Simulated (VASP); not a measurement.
Wanted: the native input for a VASP 6.6.1 run.

- Task: single point
- Functional: r2SCAN
- Potentials or basis: VASP PAW PBE potentials, release 64 (Ta_pv)
- Cutoff: 520 eV
- k mesh: 11 × 11 × 5
- Occupations: fermi-dirac, width 0.05 eV
- Spin: no spin polarisation
- Dipole correction: no
- Further INCAR settings: ALGO = Normal; EDIFF = 1e-07; NBANDS = 18

Ta:

```xyz
2
Lattice="2.8362 0.0000 0.0000 -1.4181 2.4562 0.0000 0.0000 0.0000 5.0635" Properties=species:S:1:pos:R:3 pbc="T T T"
Ta    0.0000    1.6375    1.2659
Ta    1.4181    0.8187    3.7976
```

This isn't the form of Ta at room conditions, which is bcc.

One way to write it, as run:

POSCAR

```
Ta
1.0
    2.8361998490      0.0000000000      0.0000000000
   -1.4180999245      2.4562211195      0.0000000000
    0.0000000000      0.0000000000      5.0634514947
Ta
2
Direct
    0.3333333333      0.6666666667      0.2500000000
    0.6666666667      0.3333333333      0.7500000000
```

INCAR.step1

```
SYSTEM = Ta
PREC = Accurate ; ENCUT = 520
ISMEAR = -1 ; SIGMA = 0.05
LREAL = .FALSE. ; LASPH = .TRUE.
NELM = 60 ; NBANDS = 18
GGA = PE ; ALGO = Normal
EDIFF = 1E-4 ; LWAVE = .TRUE.
LCHARG = .FALSE.
```

INCAR.step2

```
SYSTEM = Ta
PREC = Accurate ; ENCUT = 520
EDIFF = 1E-7 ; ISMEAR = -1
SIGMA = 0.05 ; LREAL = .FALSE.
LASPH = .TRUE. ; NELM = 60
ALGO = Normal ; ISIF = 2
LWAVE = .FALSE. ; LCHARG = .FALSE.
METAGGA = R2SCAN ; LMIXTAU = .TRUE.
NBANDS = 18 ; ISTART = 1
```

KPOINTS

```
Automatic mesh
0
G
  11 11 5
  0 0 0
```

Potentials or basis: VASP PAW PBE potentials, release 64 (Ta_pv).

Command:

```console
$ cat potpaw_PBE.64/Ta_pv/POTCAR > POTCAR
$ cp INCAR.step1 INCAR
$ mpirun -np 1 vasp_std > vasp.out
$ cp INCAR.step2 INCAR
$ mpirun -np 1 vasp_std > vasp.out
```

Results of the run:

```yaml
Pressure: 10.7 GPa
Band_gap_on_the_k_mesh: zero (bands 11 and 12 overlap by 1.66 eV)
```

Caveat: the cell stands under pressure; the PAW data sets were made with another functional, which shifts forces and pressure a little; spin-orbit coupling is left out, which moves the levels of the heavy elements.

It took 2.4 min on 1 thread of Intel Xeon 8259CL (shared host), peak memory 0.18 GiB.
